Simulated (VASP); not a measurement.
**WS2: single point with LDA**

Slab: WS2, a slab with vacuum.

```
CELL_PARAMETERS angstrom
3.43820 0.00000 0.00000
-1.71910 2.97757 0.00000
0.00000 0.00000 16.27255
ATOMIC_POSITIONS crystal
W 0.33333 0.66667 0.00000
S 0.66667 0.33333 0.90800
S 0.66667 0.33333 0.09200
```

This cell differs from its parent crystal: strain +0.080 along x and y, -0.040 along z.

| Quantity | Value |
| --- | --- |
| Program | VASP 6.6.1 |
| Task | single point |
| Functional | LDA |
| Potentials or basis | VASP PAW LDA potentials, release 64 (W_sv, S) |
| Cutoff | 520 eV |
| k mesh | 12 × 12 × 2 |
| Occupations | gaussian, width 0.05 eV |
| Spin | no spin polarisation |
| Dipole correction | no |
| Further INCAR settings | ALGO = Normal; EDIFF = 1e-07; NBANDS = 20 |

| Property | Result |
| --- | --- |
| Largest force | 0.636 eV/Å |
| Band gap on the k mesh | 0.27 eV, indirect (least direct gap 1.08 eV) |

Forces on the atoms (eV/Å):
```
W    0.000  0.000  0.000
S    0.000  0.000  0.636
S    0.000  0.000 -0.636
```

Levels at points of the mesh, in eV from the valence-band top:
```csv
k point,band 11,band 12,band 13,band 14,band 15,band 16
"(0.00, 0.00, 0.00)",-2.62,-1.85,0.00,1.76,1.76,2.13
"(0.50, 0.00, 0.00)",-2.40,-2.01,-1.26,1.28,1.52,3.05
"(0.00, 0.00, 0.50)",-2.62,-1.85,0.00,1.76,1.76,2.13
"(0.50, 0.00, 0.50)",-2.40,-2.01,-1.26,1.28,1.52,3.05
```

Run time: 4.2 min on 1 thread of AMD EPYC 7R13 (shared host), peak memory 0.28 GiB.

Caveat: the cell differs from its parent crystal (strain +0.080 along x and y, -0.040 along z); spin-orbit coupling is left out, which moves the levels of the heavy elements.
